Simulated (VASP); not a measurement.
# TiAl (P-6m2) in VASP: a series of runs

Runs on TiAl. Level: PBEsol. Tasks: single point.

Program: VASP 6.6.1. These are calculated values, not measurements. Logs are shortened: lines on timing, memory, paths and dates and some standing lists are left out, and cuts for length are marked.

## (1) The cell of the first run

It takes space group P-6m2 (No. 187, hexagonal). Conventional cell: a = 2.933 Å, b = 2.933 Å, c = 4.496 Å, α = 90.00°, β = 90.00°, γ = 120.00°. Within 3.7 Å of Ti (site symmetry -6m2) lie 6 Al at 2.81 Å and 6 Ti at 2.93 Å. Al (site symmetry -6m2) has 6 Ti at 2.81 Å and 6 Al at 2.93 Å within 3.7 Å.

## (2) Single point, PBEsol

Contents of INCAR:

```
SYSTEM = TiAl
  PREC = Accurate
  ENCUT = 520
  EDIFF = 1E-6
  ISMEAR = 0
  SIGMA = 0.15
  LREAL = .FALSE.
  LASPH = .TRUE.
  NELM = 60
  ALGO = Fast
  ISIF = 2
  LWAVE = .FALSE.
  LCHARG = .FALSE.
  GGA = PS
  NBANDS = 14
```

Contents of KPOINTS:

```
regular mesh
0
G
  18 18 10
  0 0 0
```

Contents of POSCAR:

```
TiAl
1.0
    2.9330000000      0.0000000000      0.0000000000
   -1.4665000000      2.5400525093      0.0000000000
    0.0000000000      0.0000000000      4.4960000000
Ti Al
1 1
Direct
    0.0000000000      0.0000000000      0.0000000000
    0.3333333333      0.6666666667      0.5000000000
```

Potentials or basis: VASP PAW PBE potentials, release 64 (Ti_sv, Al).

Started as:

```bash
$ cat potpaw_PBE.64/Ti_sv/POTCAR potpaw_PBE.64/Al/POTCAR > POTCAR
$ mpirun -np 1 vasp_std > vasp.out
```

OUTCAR:

```text
SYSTEM = TiAl
   PREC = Accurate
   ENCUT = 520
   EDIFF = 1E-6
   ISMEAR = 0
   LREAL = .FALSE.
   LASPH = .TRUE.
   NELM = 60
   ISIF = 2
   GGA = PS

 ion  position               nearest neighbor table
   1  0.000  0.000  0.000-   2 2.81   2 2.81   2 2.81   2 2.81   2 2.81   2 2.81
   2  0.333  0.667  0.500-   1 2.81   1 2.81   1 2.81   1 2.81   1 2.81   1 2.81

  LATTYP: Found a hexagonal cell.
 ALAT       =     2.9330000000
 C/A-ratio  =     1.5329014661

  Lattice vectors:

 A1 = (   2.9330000000,   0.0000000000,   0.0000000000)
 A2 = (  -1.4665000000,   2.5400525093,   0.0000000000)
 A3 = (   0.0000000000,   0.0000000000,   4.4960000000)

Analysis of symmetry for initial positions (statically):
=====================================================================
 Subroutine PRICEL returns:
 Original cell was already a primitive cell.

 Routine SETGRP: Setting up the symmetry group for a
 hexagonal supercell.

 Subroutine GETGRP returns: Found 12 space group operations
 (whereof 12 operations were pure point group operations)
 out of a pool of 24 trial point group operations.

The static configuration has the point symmetry D_3h.

Analysis of symmetry for dynamics (positions and initial velocities):
=====================================================================
 Subroutine PRICEL returns:
 Original cell was already a primitive cell.

 Routine SETGRP: Setting up the symmetry group for a
 hexagonal supercell.

 Subroutine GETGRP returns: Found 12 space group operations
 (whereof 12 operations were pure point group operations)
 out of a pool of 24 trial point group operations.

The dynamic configuration has the point symmetry D_3h.

 Subroutine INISYM returns: Found 12 space group operations
 (whereof 12 operations are pure point group operations),
 and found     1 'primitive' translations

----------------------------------------------------------------------------------------

                                     Primitive cell

  volume of cell :      33.4951

  direct lattice vectors                    reciprocal lattice vectors
     2.933000000  0.000000000  0.000000000     0.340947835  0.196846324  0.000000000
    -1.466500000  2.540052509  0.000000000     0.000000000  0.393692649  0.000000000
     0.000000000  0.000000000  4.496000000     0.000000000  0.000000000  0.222419929

  length of vectors
     2.933000000  2.933000000  4.496000000     0.393692649  0.393692649  0.222419929

  position of ions in fractional coordinates (direct lattice)
     0.000000000  0.000000000  0.000000000
     0.333333333  0.666666667  0.500000000

  ion indices of the primitive-cell ions
   primitive index   ion index
                 1           1
                 2           2

----------------------------------------------------------------------------------------

 KPOINTS: regular mesh

Automatic generation of k-mesh.
 Grid dimensions read from file:
 generate k-points for:   18   18   10

 Generating k-lattice:

  Cartesian coordinates                     Fractional coordinates (reciprocal lattice)
     0.018941546  0.010935907  0.000000000     0.055555556  0.000000000  0.000000000
     0.000000000  0.021871814  0.000000000     0.000000000  0.055555556  0.000000000
     0.000000000  0.000000000  0.022241993     0.000000000  0.000000000  0.100000000

  Length of vectors
     0.021871814  0.021871814  0.022241993

  Shift w.r.t. Gamma in fractional coordinates (k-lattice)
     0.000000000  0.000000000  0.000000000

 Subroutine IBZKPT returns following result:
 ===========================================

 Found    222 irreducible k-points:

 Following reciprocal coordinates:
            Coordinates               Weight
  0.000000  0.000000  0.000000      1.000000
  0.055556  0.000000  0.000000      6.000000
  0.111111  0.000000  0.000000      6.000000
  0.166667  0.000000  0.000000      6.000000
  0.222222 -0.000000  0.000000      6.000000
  0.277778  0.000000  0.000000      6.000000
[... 16 lines left out ...]
  0.333333  0.111111  0.000000     12.000000
  0.388889  0.111111  0.000000     12.000000
 [... further k-points ...]
   k-points           NKPTS =    222   k-points in BZ     NKDIM =    222   number of bands    NBANDS=     14
   number of dos      NEDOS =    301   number of ions     NIONS =      2
   total plane-waves  NPLWV =  20736
   dimension x,y,z NGX =    24 NGY =   24 NGZ =   36
   dimension x,y,z NGXF=    48 NGYF=   48 NGZF=   72
   ions per type =               1   1
   NGX,Y,Z   is equivalent  to a cutoff of  13.60, 13.60, 13.31 a.u.
   NGXF,Y,Z  is equivalent  to a cutoff of  27.21, 27.21, 26.62 a.u.
 SYSTEM =  TiAl
   PREC   = accura    normal or accurate (medium, high low for compatibility)
   ISTART =      0    job   : 0-new  1-cont  2-samecut
   ICHARG =      2    charge: 1-file 2-atom 10-const
   ISPIN  =      1    spin polarized calculation?
   LNONCOLLINEAR =      F non collinear calculations
   LSORBIT =      F    spin-orbit coupling
   LASPH  =      T    aspherical Exc in radial PAW
   ENCUT  =  520.0 eV  38.22 Ry    6.18 a.u.   5.45  5.45  8.36*2*pi/ulx,y,z
   NELM   =     60;   NELMIN=  2; NELMDL= -5     # of ELM steps
   EDIFF  = 0.1E-05   stopping-criterion for ELM
   LREAL  =      F    real-space projection
   EDIFFG = 0.1E-04   stopping-criterion for IOM
   NSW    =      0    number of steps for IOM
   IBRION =     -1    ionic relax: 0-MD 1-quasi-New 2-CG
   NFREE  =      0    steps in history (QN), initial steepest desc. (CG)
   ISIF   =      2    stress and relaxation
   ISYM   =      2    0-nonsym 1-usesym 2-fastsym
   POTIM  = 0.5000    time-step for ionic-motion
   TEBEG  =    0.0;   TEEND  =   0.0 temperature during run
   PSTRESS=    0.0 pullay stress
   NELECT =      15.0000    total number of electrons
   NUPDOWN=      -1.0000    fix difference up-down
   EMIN   =  10.00;   EMAX   =-10.00  energy-range for DOS
   EFERMI =   0.00;   METHOD = LEGACY
   ISMEAR =     0;   SIGMA  =   0.15  broadening in eV -4-tet -1-fermi 0-gaus
   EFERMI_NEDOS =   21; number of points for ismear=-14 and -15
   IALGO  =     68    algorithm
   IMIX   =      4    mixing-type and parameters
     AMIX     =   0.40;   BMIX     =  1.00
     AMIX_MAG =   1.60;   BMIX_MAG =  1.00
  volume/ion in A,a.u.               =      16.75       113.02
  Fermi-wavevector in a.u.,A,eV,Ry     =   1.252501  2.366885 21.344273  1.568760
  Thomas-Fermi vector in A             =   2.386399
   LORBIT       =      0    0 simple, 1 ext, 2 COOP (PROOUT), +10 PAW based schemes
   GGA     = PS    functional components
   LHFCALC =     F    Hartree Fock is set to
   AEXX    =    0.0000 exact exchange contribution
   IVDW    =     0    specifies the selected vdW correction
   LEPSILON=     F    determine dielectric tensor
   LRPA    =     F    only Hartree local field effects (RPA)
 non-spin polarized calculation
 RMM-DIIS sequential band-by-band and
 Gauss-broadening in eV      SIGMA  =   0.15
  energy-cutoff  :      520.00
  volume of cell :       33.50
 maximum number of plane-waves:       929
 NGX is ok and might be reduce to    24
   NGX = 11   NGY = 11   NGZ = 17

 number of electron      14.9999994 magnetization

 Free energy of the ion-electron system (eV)
  ---------------------------------------------------
  ext. energy  EPLUGINS =         0.00000000
  ---------------------------------------------------
  free energy    TOTEN  =       -12.91276041 eV

  energy without entropy =      -12.88159257  energy(sigma->0) =      -12.89717649

 E-fermi :   7.6696     XC(G=0): -11.0100

 val. band max:        7.6689460087   @ k =   0.2222   0.2222   0.3000
 cond. band min:       7.6702195347   @ k =   0.2222   0.1111   0.4000
 fundamental gap:      0.0012735260
 Fermi energy:         7.6695539241

 k-point     1 :       0.0000    0.0000    0.0000
  band No.  band energies     occupation
      1     -48.6585      2.00000
      2     -25.0846      2.00000
      3     -24.7163      2.00000
      4     -24.7163      2.00000
      5      -1.0941      2.00000
      6       5.6184      2.00000
      7       6.3703      2.00000
      8       8.8848      0.00000
      9       8.8848      0.00000
     10      10.2210      0.00000
     11      10.2210      0.00000
     12      12.2619      0.00000
     13      19.8411      0.00000
     14      19.8411      0.00000

 k-point     2 :       0.0556    0.0000    0.0000
  band No.  band energies     occupation
      1     -48.6562      2.00000
      2     -25.0823      2.00000
      3     -24.7310      2.00000
      4     -24.7196      2.00000
      5      -1.0203      2.00000
      6       5.6931      2.00000
      7       6.3640      2.00000
      8       8.8124      0.00000
      9       8.9427      0.00000
     10      10.2004      0.00000
     11      10.2600      0.00000
     12      12.2730      0.00000
     13      18.6719      0.00000
     14      19.1371      0.00000

 k-point     3 :       0.1111    0.0000    0.0000
  band No.  band energies     occupation
      1     -48.6499      2.00000
      2     -25.0757      2.00000
      3     -24.7731      2.00000
      4     -24.7292      2.00000
      5      -0.8001      2.00000
      6       5.9076      2.00000
      7       6.3466      2.00000
      8       8.6124      0.00000
      9       9.1132      0.00000
     10      10.1419      0.00000
     11      10.3752      0.00000
     12      12.3021      0.00000
     13      16.9638      0.00000
     14      18.2506      0.00000
[... 324 lines left out ...]
 k-point    23 :       0.3333    0.1111    0.0000
  band No.  band energies     occupation
      1     -48.5904      2.00000
      2     -25.1248      2.00000
      3     -25.0142      2.00000
      4     -24.8454      2.00000
      5       2.4925      2.00000
      6       6.3338      2.00000
      7       6.3678      2.00000
      8       7.1507      2.00000
      9       9.2403      0.00000
     10      10.5031      0.00000
     11      11.7129      0.00000
     12      12.2298      0.00000
     13      13.1399      0.00000
     14      13.9006      0.00000

 k-point    24 :       0.3889    0.1111    0.0000
  band No.  band energies     occupation
      1     -48.5844      2.00000
      2     -25.1594      2.00000
      3     -25.0079      2.00000
      4     -24.8575      2.00000
      5       3.4095      2.00000
      6       5.5634      2.00000
      7       6.3511      2.00000
      8       6.9473      2.00000
      9       9.1326      0.00000
     10      10.7343      0.00000
     11      11.7260      0.00000
     12      12.5639      0.00000
     13      13.0912      0.00000
     14      14.1344      0.00000

 [... further k-points ...]
[... 5 lines left out ...]
  --------------------------------------------------------------------------------------
  -------------------------------------------------------------------------------------
  Total       -0.9641169     -0.9641169      0.3717126      0.0000000     -0.0000000      0.0000000
  in kB      -46.1168047    -46.1168047     17.7802090      0.0000000     -0.0000000      0.0000000
  external PRESSURE =     -24.8178001 kB  Pullay stress =       0.0000000 kB

 VOLUME and BASIS-vectors are now :
 -----------------------------------------------------------------------------
  energy-cutoff  :      520.00
  volume of cell :       33.50
      direct lattice vectors                 reciprocal lattice vectors
     2.933000000  0.000000000  0.000000000     0.340947835  0.196846324  0.000000000
    -1.466500000  2.540052509  0.000000000     0.000000000  0.393692649  0.000000000
     0.000000000  0.000000000  4.496000000     0.000000000  0.000000000  0.222419929

 POSITION                                       TOTAL-FORCE (eV/Angst)
 -----------------------------------------------------------------------------------
      0.00000      0.00000      0.00000         0.000000     -0.000000      0.000000
     -0.00000      1.69337      2.24800        -0.000000      0.000000      0.000000
 -----------------------------------------------------------------------------------
    total drift:                                0.000000     -0.000000      0.000000

  FREE ENERGIE OF THE ION-ELECTRON SYSTEM (eV)
  ---------------------------------------------------
  free  energy   TOTEN  =       -12.9127604104 eV

  energy  without entropy=      -12.8815925702  energy(sigma->0) =      -12.89717649
```

Run time: 2 min. Hardware: 1 thread of Intel Xeon Platinum 8488C (Sapphire Rapids), shared host; peak memory 0.23 GiB.

Results:

- Free energy: -12.9128 eV
- Pressure: -2.5 GPa

Caveat: the PAW data sets were made with another functional, which shifts forces and pressure a little.

(Part 1 of 3 ends here.)
